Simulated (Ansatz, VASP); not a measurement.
# One calculation of RbTlS, two programs

```
Rb Tl S
1.0
     5.10443    0.00000    0.00000
    -2.55222    4.42057    0.00000
     0.00000    0.00000    4.68134
Rb Tl S
1 1 1
Direct
  0.00000 0.00000 0.50000
  0.33333 0.66667 0.00000
  0.66667 0.33333 0.00000
```

Change from the starting cell: species swapped into the TmNiAs type (P-6m2, No. 187).

Alike in both runs: functional PBE; k mesh 4 × 4 × 3; occupations gaussian, width 0.15 eV; no spin polarisation.

Ansatz relaxed the structure, and its values are those at the end. VASP's run is a single point on that final structure, the one shown.

|  | VASP | Ansatz |
| --- | --- | --- |
| version | VASP 6.6.1 | Ansatz 0.2.0 |
| potentials or method | VASP PAW PBE potentials, release 64 (Rb_sv, Tl_d, S), cutoff 500 eV | scalar-relativistic, plane waves, PAW |
| valence electrons in the cell | 28 | 28 |

|  | VASP | Ansatz | Ansatz less VASP |
| --- | --- | --- | --- |
| gap on the k mesh at the Fermi level (eV) | 0.69 | 0.69 | +0.002 |
| least direct gap on the mesh (eV) | 0.87 | 0.87 | +0.002 |
| pressure (GPa) | 0.6 | 0.6 | +0.01 |

The functional is the same, so the differences come from potentials, cutoffs and numerics.

The k mesh is coarse, so the values compare programs but aren't converged. Neither program's run includes spin-orbit coupling.
